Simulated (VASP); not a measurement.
**Si: single point with PBE0**

The system is Si.

```
CELL_PARAMETERS angstrom
-2.35546 2.35546 1.32034
2.35546 -2.35546 1.32034
2.35546 2.35546 -1.32034
ATOMIC_POSITIONS crystal
Si 0.50000 0.50000 0.00000
Si 0.25000 0.75000 0.50000
```

```
Program                            : VASP 6.6.1
Task                               : single point
Functional                         : PBE0
Potentials or basis                : VASP PAW PBE potentials, release 64 (Si)
Cutoff                             : 520 eV
k mesh                             : 6 × 6 × 6
Occupations                        : fermi-dirac, width 0.05 eV
Spin                               : no spin polarisation
Dipole correction                  : no
Grid for exact exchange (PRECFOCK) : Normal
Further INCAR settings             : ALGO = Normal; EDIFF = 1e-06; NBANDS = 11
Share of exact exchange            : 0.25
```

```
Pressure               : 3.0 GPa
Band gap on the k mesh : zero (bands 4 and 5 overlap by 8.74 eV)
```

Stress tensor (GPa, compression positive):
```
 6.02  0.00  0.00
 0.00  6.02  0.00
 0.00  0.00 -3.15
```

Levels at points of the mesh, in eV from the Fermi level:
```
           k point  band 2  band 3  band 4  band 5  band 6  band 7
(0.00, 0.00, 0.00)   -3.43   -3.43   -2.18    1.96    8.75   10.62
(0.50, 0.00, 0.00)   -8.55   -3.00   -2.77   -2.02    1.45    5.57
(0.50, 0.50, 0.00)  -12.91    0.52    0.52    3.44    3.44    9.52
(0.50, 0.50, 0.50)  -10.03   -8.57   -8.57    6.53    6.53   15.24
```

Wall time 14 min on 1 thread of Intel(R) Xeon(R) Platinum 8259CL CPU @ 2.50GHz (Skylake/Cascade Lake), on a shared host, peak memory 0.16 GiB.

Caveat: the k points lie up to 0.45 Å⁻¹ apart, too coarse for converged energies and pressures of a metal; the PAW data sets were made with another functional, which shifts forces and pressure a little.
